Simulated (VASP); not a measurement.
# Co (P6_3/mmc) in VASP: a series of runs, part 2 of 2

VASP 6.6.1. Earlier steps stand in the parts before.

## Step 3: Single point, PBEsol, collinear spin, ferromagnetic start

This run uses another cell than the first one, of the same volume but with other edges.

Input file INCAR:

```
ALGO = Fast
EDIFF = 1E-7
ENCUT = 520
GGA = PS
ISIF = 2
ISMEAR = 0
ISPIN = 2
LASPH = T
LCHARG = T
LELF = T
LMAXMIX = 4
LORBIT = 11
LREAL = F
LVHAR = T
LWAVE = F
MAGMOM = 1.79 1.79
NBANDS = 20
NELM = 150
PREC = Accurate
SIGMA = 0.15
```

Input file KPOINTS:

```
k-points
0
Gamma
  21 21 12
```

Input file POSCAR:

```
Co
1.0
    2.3737000000      0.0000000000      0.0000000000
   -1.1868500000      2.0556845010      0.0000000000
    0.0000000000      0.0000000000      4.1657000000
Co
2
Direct
    0.3333333333      0.6666666667      0.2500000000
    0.6666666667      0.3333333333      0.7500000000
```

Potentials or basis: VASP PAW PBE potentials, release 64 (Co).

The run is started by

```console
$ cat potpaw_PBE.64/Co/POTCAR > POTCAR
$ mpirun -np 1 vasp_std > vasp.out
```

OUTCAR:

```text
EDIFF = 1E-7
   ENCUT = 520
   GGA = PS
   ISIF = 2
   ISMEAR = 0
   ISPIN = 2
   LASPH = T
   LORBIT = 11
   LREAL = F
   NELM = 150
   PREC = Accurate

 ion  position               nearest neighbor table
   1  0.333  0.667  0.250-   2 2.49   2 2.49   2 2.49   2 2.49   2 2.49   2 2.49
   2  0.667  0.333  0.750-   1 2.49   1 2.49   1 2.49   1 2.49   1 2.49   1 2.49

  LATTYP: Found a hexagonal cell.
 ALAT       =     2.3737000000
 C/A-ratio  =     1.7549395459

  Lattice vectors:

 A1 = (   2.3737000000,   0.0000000000,   0.0000000000)
 A2 = (  -1.1868500000,   2.0556845010,   0.0000000000)
 A3 = (   0.0000000000,   0.0000000000,   4.1657000000)

Analysis of symmetry for initial positions (statically):
=====================================================================
 Subroutine PRICEL returns:
 Original cell was already a primitive cell.

 Routine SETGRP: Setting up the symmetry group for a
 hexagonal supercell.

 Subroutine GETGRP returns: Found 24 space group operations
 (whereof 12 operations were pure point group operations)
 out of a pool of 24 trial point group operations.

The static configuration has the point symmetry D_3d.
 The point group associated with its full space group is D_6h.

Analysis of symmetry for dynamics (positions and initial velocities):
=====================================================================
 Subroutine PRICEL returns:
 Original cell was already a primitive cell.

 Routine SETGRP: Setting up the symmetry group for a
 hexagonal supercell.

 Subroutine GETGRP returns: Found 24 space group operations
 (whereof 12 operations were pure point group operations)
 out of a pool of 24 trial point group operations.

The dynamic configuration has the point symmetry D_3d.
 The point group associated with its full space group is D_6h.

Analysis of structural, dynamic, and magnetic symmetry:
=====================================================================
 Subroutine PRICEL returns:
 Original cell was already a primitive cell.

 Routine SETGRP: Setting up the symmetry group for a
 hexagonal supercell.

 Subroutine GETGRP returns: Found 24 space group operations
 (whereof 12 operations were pure point group operations)
 out of a pool of 24 trial point group operations.

The overall configuration has the point symmetry D_3d.
 The point group associated with its full space group is D_6h.

 Subroutine INISYM returns: Found 24 space group operations
 (whereof 12 operations are pure point group operations),
 and found     1 'primitive' translations

----------------------------------------------------------------------------------------

                                     Primitive cell

  volume of cell :      20.3269

  direct lattice vectors                    reciprocal lattice vectors
     2.373700000  0.000000000  0.000000000     0.421283229  0.243227985  0.000000000
    -1.186850000  2.055684501  0.000000000     0.000000000  0.486455971  0.000000000
     0.000000000  0.000000000  4.165700000     0.000000000  0.000000000  0.240055693

  length of vectors
[... 71 lines left out ...]
   NGXF,Y,Z  is equivalent  to a cutoff of  25.21, 25.21, 25.54 a.u.
 SYSTEM =  unknown system
   PREC   = accura    normal or accurate (medium, high low for compatibility)
   ISTART =      0    job   : 0-new  1-cont  2-samecut
   ICHARG =      2    charge: 1-file 2-atom 10-const
   ISPIN  =      2    spin polarized calculation?
   LNONCOLLINEAR =      F non collinear calculations
   LSORBIT =      F    spin-orbit coupling
   LASPH  =      T    aspherical Exc in radial PAW
   ENCUT  =  520.0 eV  38.22 Ry    6.18 a.u.   4.41  4.41  7.75*2*pi/ulx,y,z
   NELM   =    150;   NELMIN=  2; NELMDL= -5     # of ELM steps
   EDIFF  = 0.1E-06   stopping-criterion for ELM
   LREAL  =      F    real-space projection
   EDIFFG = 0.1E-05   stopping-criterion for IOM
   NSW    =      0    number of steps for IOM
   IBRION =     -1    ionic relax: 0-MD 1-quasi-New 2-CG
   NFREE  =      0    steps in history (QN), initial steepest desc. (CG)
   ISIF   =      2    stress and relaxation
   ISYM   =      2    0-nonsym 1-usesym 2-fastsym
   POTIM  = 0.5000    time-step for ionic-motion
   TEBEG  =    0.0;   TEEND  =   0.0 temperature during run
   PSTRESS=    0.0 pullay stress
   NELECT =      18.0000    total number of electrons
   NUPDOWN=      -1.0000    fix difference up-down
   EMIN   =  10.00;   EMAX   =-10.00  energy-range for DOS
   EFERMI =   0.00;   METHOD = LEGACY
   ISMEAR =     0;   SIGMA  =   0.15  broadening in eV -4-tet -1-fermi 0-gaus
   EFERMI_NEDOS =   21; number of points for ismear=-14 and -15
   IALGO  =     68    algorithm
   IMIX   =      4    mixing-type and parameters
     AMIX     =   0.40;   BMIX     =  1.00
     AMIX_MAG =   1.60;   BMIX_MAG =  1.00
  volume/ion in A,a.u.               =      10.16        68.59
  Fermi-wavevector in a.u.,A,eV,Ry     =   1.572083  2.970807 33.626066  2.471446
  Thomas-Fermi vector in A             =   2.673571
   LORBIT       =     11    0 simple, 1 ext, 2 COOP (PROOUT), +10 PAW based schemes
   GGA     = PS    functional components
   LHFCALC =     F    Hartree Fock is set to
   AEXX    =    0.0000 exact exchange contribution
   IVDW    =     0    specifies the selected vdW correction
   LEPSILON=     F    determine dielectric tensor
   LRPA    =     F    only Hartree local field effects (RPA)
 spin polarized calculation
 RMM-DIIS sequential band-by-band and
 Gauss-broadening in eV      SIGMA  =   0.15
  energy-cutoff  :      520.00
  volume of cell :       20.33
 maximum number of plane-waves:       580
 NGX is ok and might be reduce to    18

 number of electron      18.0000018 magnetization       3.1574262

 Free energy of the ion-electron system (eV)
  ---------------------------------------------------
  ext. energy  EPLUGINS =         0.00000000
  ---------------------------------------------------
  free energy    TOTEN  =       -15.37567813 eV

  energy without entropy =      -15.35492747  energy(sigma->0) =      -15.36530280

 E-fermi :  11.0789     XC(G=0): -13.9660

 val. band max:       11.0775498893   @ k =   0.4762   0.0476   0.4167
 cond. band min:      11.0798799031   @ k =   0.1905   0.0952   0.3333
 fundamental gap:      0.0023300138
 Fermi energy:        11.0788810944

 spin component 1

 k-point     1 :       0.0000    0.0000    0.0000
  band No.  band energies     occupation
      1       1.6599      1.00000
      2       5.4525      1.00000
      3       7.8944      1.00000
      4       8.4090      1.00000
      5       8.4090      1.00000
      6       8.6639      1.00000
[... 541 lines left out ...]
     19      37.6564      0.00000
     20      38.4829      0.00000

 [... further k-points ...]

 spin component 2

 k-point     1 :       0.0000    0.0000    0.0000
  band No.  band energies     occupation
      1       1.7482      1.00000
      2       6.3213      1.00000
      3       9.3904      1.00000
      4       9.9652      1.00000
      5       9.9652      1.00000
      6      10.0007      1.00000
[... 541 lines left out ...]
     19      37.9885      0.00000
     20      38.7159      0.00000

 [... further k-points ...]

------------------------ aborting loop because EDIFF is reached ----------------------------------------

  FORCE on cell =-STRESS in cart. coord.  units (eV):
  Direction    XX          YY          ZZ          XY          YZ          ZX
  --------------------------------------------------------------------------------------
  -------------------------------------------------------------------------------------
  Total        2.0749026      2.0749026     -1.6485348     -0.0000000     -0.0000000      0.0000000
  in kB      163.5452793    163.5452793   -129.9386735     -0.0000000     -0.0000000      0.0000000
  external PRESSURE =      65.7172950 kB  Pullay stress =       0.0000000 kB

 VOLUME and BASIS-vectors are now :
 -----------------------------------------------------------------------------
  energy-cutoff  :      520.00
  volume of cell :       20.33
      direct lattice vectors                 reciprocal lattice vectors
     2.373700000  0.000000000  0.000000000     0.421283229  0.243227985  0.000000000
    -1.186850000  2.055684501  0.000000000     0.000000000  0.486455971  0.000000000
     0.000000000  0.000000000  4.165700000     0.000000000  0.000000000  0.240055693

 POSITION                                       TOTAL-FORCE (eV/Angst)
 -----------------------------------------------------------------------------------
     -0.00000      1.37046      1.04143        -0.000000      0.000000      0.000000
      1.18685      0.68523      3.12427         0.000000     -0.000000      0.000000
 -----------------------------------------------------------------------------------
    total drift:                                0.000000     -0.000000     -0.000000

  FREE ENERGIE OF THE ION-ELECTRON SYSTEM (eV)
  ---------------------------------------------------
  free  energy   TOTEN  =       -15.3756781332 eV

  energy  without entropy=      -15.3549274728  energy(sigma->0) =      -15.36530280

 total charge

# of ion       s       p       d       tot
------------------------------------------
    1        0.521   0.587   7.308   8.416
    2        0.521   0.587   7.308   8.416
--------------------------------------------------
tot          1.042   1.174  14.616  16.831

 magnetization (x)

# of ion       s       p       d       tot
------------------------------------------
    1       -0.013  -0.048   1.642   1.580
    2       -0.013  -0.048   1.642   1.580
--------------------------------------------------
tot         -0.027  -0.097   3.283   3.160
```

OSZICAR:

```text
N       E                     dE             d eps       ncg     rms          rms(c)
DAV:   1     0.832658240753E+02    0.83266E+02   -0.78942E+03 28716   0.121E+03
DAV:   2    -0.132596466145E+02   -0.96525E+02   -0.86840E+02 27164   0.219E+02
DAV:   3    -0.177727799208E+02   -0.45131E+01   -0.43209E+01 30472   0.568E+01
DAV:   4    -0.178403837402E+02   -0.67604E-01   -0.67548E-01 33092   0.613E+00
DAV:   5    -0.178423072725E+02   -0.19235E-02   -0.19234E-02 31304   0.988E-01    0.169E+01
RMM:   6    -0.157638388750E+02    0.20785E+01   -0.72995E+00 32115   0.290E+01    0.749E+00
RMM:   7    -0.154320640452E+02    0.33177E+00   -0.74152E-01 32134   0.985E+00    0.452E+00
RMM:   8    -0.153917781326E+02    0.40286E-01   -0.29607E-02 37545   0.103E+00    0.197E+00
RMM:   9    -0.153758256872E+02    0.15952E-01   -0.89660E-03 39636   0.481E-01    0.576E-01
RMM:  10    -0.153757656616E+02    0.60026E-04   -0.16488E-03 37473   0.350E-01    0.151E-01
RMM:  11    -0.153756925686E+02    0.73093E-04   -0.64099E-04 43515   0.119E-01    0.654E-02
RMM:  12    -0.153756771869E+02    0.15382E-04   -0.50755E-05 38664   0.497E-02    0.400E-02
RMM:  13    -0.153756805941E+02   -0.34072E-05   -0.17968E-05 41002   0.345E-02    0.138E-02
RMM:  14    -0.153756781553E+02    0.24387E-05   -0.45774E-06 38946   0.165E-02    0.395E-03
RMM:  15    -0.153756780429E+02    0.11243E-06   -0.16620E-06 41709   0.627E-03    0.142E-03
RMM:  16    -0.153756781332E+02   -0.90314E-07   -0.12724E-07 23279   0.237E-03
   1 F= -.15375678E+02 E0= -.15365303E+02  d E =-.207507E-01  mag=     3.1573
```

Run time: 4.2 min. Hardware: 1 thread of Intel Xeon Platinum 8488C (Sapphire Rapids), shared host; peak memory 0.29 GiB.

Results:

```yaml
Free_energy: -15.3757 eV
Pressure: 6.6 GPa
Net_moment: 3.16 μB per cell
Site_moments: Co +1.58 μB
Valence_electrons_inside_the_program's_atomic_spheres: Co 8.42
```

Stress tensor (GPa, compression positive):
```
 16.35   0.00   0.00
  0.00  16.35   0.00
  0.00   0.00 -12.99
```

Caveat: the cell stands under pressure; the PAW data sets were made with another functional, which shifts forces and pressure a little.

## Step 4: Single point, PBEsol, collinear spin, ferromagnetic start

This run uses another cell than the first one, of the same volume but with other edges.

Input file INCAR:

```
PREC = Accurate
ENCUT = 520
EDIFF = 1E-7
ISMEAR = 0
SIGMA = 0.15
LREAL = False
LASPH = True
NELM = 150
ALGO = Fast
ISIF = 2
LWAVE = False
LCHARG = False
ISPIN = 2
MAGMOM = 1.79 1.79
LORBIT = 11
LMAXMIX = 4
GGA = PS
NBANDS = 20
```

Input file KPOINTS:

```
regular mesh
0
Gamma
  21 21 12
```

Input file POSCAR:

```
Co
1.0
    2.4146000000      0.0000000000      0.0000000000
   -1.2073000000      2.0911049400      0.0000000000
    0.0000000000      0.0000000000      4.0335000000
Co
2
Direct
    0.3333333333      0.6666666667      0.2500000000
    0.6666666667      0.3333333333      0.7500000000
```

Potentials or basis: VASP PAW PBE potentials, release 64 (Co).

The run is started by

```console
$ cat potpaw_PBE.64/Co/POTCAR > POTCAR
$ mpirun -np 1 vasp_std > vasp.out
```

OUTCAR:

```text
PREC = Accurate
   ENCUT = 520
   EDIFF = 1E-7
   ISMEAR = 0
   LREAL = False
   LASPH = True
   NELM = 150
   ISIF = 2
   ISPIN = 2
   LORBIT = 11
   GGA = PS

 ion  position               nearest neighbor table
   1  0.333  0.667  0.250-   2 2.45   2 2.45   2 2.45   2 2.45   2 2.45   2 2.45
   2  0.667  0.333  0.750-   1 2.45   1 2.45   1 2.45   1 2.45   1 2.45   1 2.45

  LATTYP: Found a hexagonal cell.
 ALAT       =     2.4146000000
 C/A-ratio  =     1.6704630166

  Lattice vectors:

 A1 = (   2.4146000000,   0.0000000000,   0.0000000000)
 A2 = (  -1.2073000000,   2.0911049400,   0.0000000000)
 A3 = (   0.0000000000,   0.0000000000,   4.0335000000)

Analysis of symmetry for initial positions (statically):
=====================================================================
 Subroutine PRICEL returns:
 Original cell was already a primitive cell.

 Routine SETGRP: Setting up the symmetry group for a
 hexagonal supercell.

 Subroutine GETGRP returns: Found 24 space group operations
[... 755 lines left out ...]
      5       9.9171      1.00000
      6      10.2740      1.00000
[... 541 lines left out ...]
     19      37.5944      0.00000
     20      38.9932      0.00000

 [... further k-points ...]

------------------------ aborting loop because EDIFF is reached ----------------------------------------

  FORCE on cell =-STRESS in cart. coord.  units (eV):
  Direction    XX          YY          ZZ          XY          YZ          ZX
  --------------------------------------------------------------------------------------
  -------------------------------------------------------------------------------------
  Total        1.0183969      1.0183969     -0.4822488      0.0000000     -0.0000000      0.0000000
  in kB       80.1169773     80.1169773    -37.9383672      0.0000000     -0.0000000      0.0000000
  external PRESSURE =      40.7651958 kB  Pullay stress =       0.0000000 kB

 VOLUME and BASIS-vectors are now :
 -----------------------------------------------------------------------------
  energy-cutoff  :      520.00
  volume of cell :       20.37
      direct lattice vectors                 reciprocal lattice vectors
     2.414600000  0.000000000  0.000000000     0.414147271  0.239108038  0.000000000
    -1.207300000  2.091104940  0.000000000     0.000000000  0.478216077  0.000000000
     0.000000000  0.000000000  4.033500000     0.000000000  0.000000000  0.247923640

 POSITION                                       TOTAL-FORCE (eV/Angst)
 -----------------------------------------------------------------------------------
     -0.00000      1.39407      1.00838         0.000000      0.000000      0.000000
      1.20730      0.69703      3.02513        -0.000000      0.000000      0.000000
 -----------------------------------------------------------------------------------
    total drift:                               -0.000000      0.000000     -0.000000

  FREE ENERGIE OF THE ION-ELECTRON SYSTEM (eV)
  ---------------------------------------------------
  free  energy   TOTEN  =       -15.4628287269 eV

  energy  without entropy=      -15.4436084630  energy(sigma->0) =      -15.45321859

 total charge

# of ion       s       p       d       tot
------------------------------------------
    1        0.517   0.583   7.304   8.404
    2        0.517   0.583   7.304   8.404
--------------------------------------------------
tot          1.034   1.165  14.608  16.807

 magnetization (x)

# of ion       s       p       d       tot
------------------------------------------
    1       -0.015  -0.051   1.628   1.563
    2       -0.015  -0.051   1.628   1.563
--------------------------------------------------
tot         -0.030  -0.101   3.257   3.126
```

OSZICAR:

```text
N       E                     dE             d eps       ncg     rms          rms(c)
DAV:   1     0.831480671491E+02    0.83148E+02   -0.78938E+03 28524   0.121E+03
DAV:   2    -0.133076132683E+02   -0.96456E+02   -0.86726E+02 27232   0.218E+02
DAV:   3    -0.178908052927E+02   -0.45832E+01   -0.43764E+01 30460   0.570E+01
DAV:   4    -0.179594566467E+02   -0.68651E-01   -0.68597E-01 32692   0.619E+00
DAV:   5    -0.179614707304E+02   -0.20141E-02   -0.20140E-02 31280   0.102E+00    0.168E+01
RMM:   6    -0.158582052978E+02    0.21033E+01   -0.74256E+00 32151   0.292E+01    0.746E+00
RMM:   7    -0.155195667934E+02    0.33864E+00   -0.75636E-01 32089   0.992E+00    0.446E+00
RMM:   8    -0.154790887891E+02    0.40478E-01   -0.29099E-02 37653   0.102E+00    0.192E+00
RMM:   9    -0.154632923616E+02    0.15796E-01   -0.87289E-03 39701   0.467E-01    0.558E-01
RMM:  10    -0.154628855101E+02    0.40685E-03   -0.15740E-03 37162   0.354E-01    0.130E-01
RMM:  11    -0.154628417557E+02    0.43754E-04   -0.60239E-04 43027   0.117E-01    0.615E-02
RMM:  12    -0.154628288256E+02    0.12930E-04   -0.48372E-05 38535   0.486E-02    0.393E-02
RMM:  13    -0.154628313727E+02   -0.25470E-05   -0.19851E-05 40797   0.365E-02    0.121E-02
RMM:  14    -0.154628288259E+02    0.25468E-05   -0.43448E-06 39143   0.160E-02    0.303E-03
RMM:  15    -0.154628286684E+02    0.15746E-06   -0.14662E-06 40890   0.594E-03    0.117E-03
RMM:  16    -0.154628287269E+02   -0.58432E-07   -0.12268E-07 23111   0.229E-03
   1 F= -.15462829E+02 E0= -.15453219E+02  d E =-.192203E-01  mag=     3.1191
```

stdout:

```text
POSCAR found type information on POSCAR Co
 POSCAR found :  1 types and       2 ions
 scaLAPACK will be used
 -----------------------------------------------------------------------------
|                                                                             |
|                                                                             |
|     You enforced a specific xc type in the INCAR file but a different       |
|     I HOPE YOU KNOW WHAT YOU ARE DOING!                                     |
|                                                                             |
 -----------------------------------------------------------------------------

 LDA part: xc-table for (Slater+PW92), standard interpolation
 POSCAR, INCAR and KPOINTS ok, starting setup
 FFT: planning ... GRIDC
 FFT: planning ... GRID_SOFT
 FFT: planning ... GRID
 WAVECAR not read
 entering main loop
WARNING in EDDRMM: call to ZHEGV failed, returncode =   8  4     20
WARNING in EDDRMM: call to ZHEGV failed, returncode =   6  3     18
WARNING in EDDRMM: call to ZHEGV failed, returncode =   8  4     19
WARNING in EDDRMM: call to ZHEGV failed, returncode =   8  4     19
WARNING in EDDRMM: call to ZHEGV failed, returncode =   6  3     18
 num prob  num prob  num prob  num prob  num prob  num prob WARNING in EDDRMM: call to ZHEGV failed, returncode =   6  3     19
 num prob RMM:  16    -0.154628287269E+02   -0.58432E-07   -0.12268E-07 23111   0.229E-03
```

Wall time 4 min (1 thread of Intel Xeon Platinum 8488C (Sapphire Rapids), shared host); peak memory 0.28 GiB.

What came out:

* Free energy: -15.4628 eV
* Pressure: 4.1 GPa
* Net moment: 3.12 μB per cell
* Site moments: Co +1.56 μB
* Valence electrons inside the program's atomic spheres: Co 8.40

Caveat: the cell stands under pressure; the PAW data sets were made with another functional, which shifts forces and pressure a little.

## Step 5: The runs side by side

```csv
cell,gap on the mesh (eV),pressure (GPa),moment (μB)
"a = 2.497, b = 2.496, c = 3.769 Å, angles 90.0, 90.0, 120.0°, 2 atoms",none,5.0,3.06
"a = 2.374, b = 2.374, c = 4.166 Å, angles 90.0, 90.0, 120.0°, 2 atoms",none,6.6,3.16
"a = 2.415, b = 2.415, c = 4.034 Å, angles 90.0, 90.0, 120.0°, 2 atoms",none,4.1,3.12
```

Alike in all rows: task single point; level PBEsol; potentials or basis VASP PAW PBE potentials, release 64 (Co); spin collinear, ferromagnetic start; k mesh 21 × 21 × 12; cutoff (eV) 520; smearing gaussian 0.15 eV.

Caveats: the cell stands under pressure; the PAW data sets were made with another functional, which shifts forces and pressure a little.

Total energies depend on the potentials used, so only differences within one code and one set of settings carry meaning.
